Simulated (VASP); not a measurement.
Write the native input for VASP 6.6.1 that does the following.

| Item | Value |
| --- | --- |
| Task | single point |
| Functional | PBE |
| Potentials or basis | VASP PAW PBE potentials, release 64 (Pt, S) |
| Cutoff | 520 eV |
| k mesh | 7 × 7 × 5 |
| Occupations | fermi-dirac, width 0.05 eV |
| Spin | no spin polarisation |
| Dipole correction | no |
| Further INCAR settings | ALGO = Normal; EDIFF = 1e-06; NBANDS = 18 |

The structure of PtS2 lies in POSCAR:

```
PtS2
1.0
    3.6140640000      0.0000000000      0.0000000000
   -1.8070320000      3.1298712349      0.0000000000
    0.0000000000      0.0000000000      5.0388000000
Pt S
1 2
Direct
    0.0000000000      0.0000000000      0.0000000000
    0.6666666667      0.3333333333      0.7730000000
    0.3333333333      0.6666666667      0.2270000000
```

The input as run:

INCAR

```
PREC = Accurate
ENCUT = 520
EDIFF = 1E-6
ISMEAR = -1
SIGMA = 0.05
LREAL = F
LASPH = T
NELM = 100
ALGO = Normal
ISIF = 2
LWAVE = F
LCHARG = F
GGA = PE
NBANDS = 18
```

KPOINTS

```
regular mesh
0
Gamma
  7 7 5
```

Potentials or basis: VASP PAW PBE potentials, release 64 (Pt, S).

The run is started by

```sh
$ cat potpaw_PBE.64/Pt/POTCAR potpaw_PBE.64/S/POTCAR > POTCAR
$ mpirun -np 1 vasp_std > vasp.out
```

Results of the run:

```json
{"Pressure": "3.9 GPa", "Largest force": "0.652 eV/Å", "Band gap on the k mesh": "0.79 eV, indirect (least direct gap 1.04 eV)"}
```

Caveat: spin-orbit coupling is left out, which moves the levels of the heavy elements.

Run time: 37 s on 1 thread of Intel(R) Xeon(R) Platinum 8375C CPU @ 2.90GHz (Ice Lake), with other jobs on the host, peak memory 0.19 GiB.
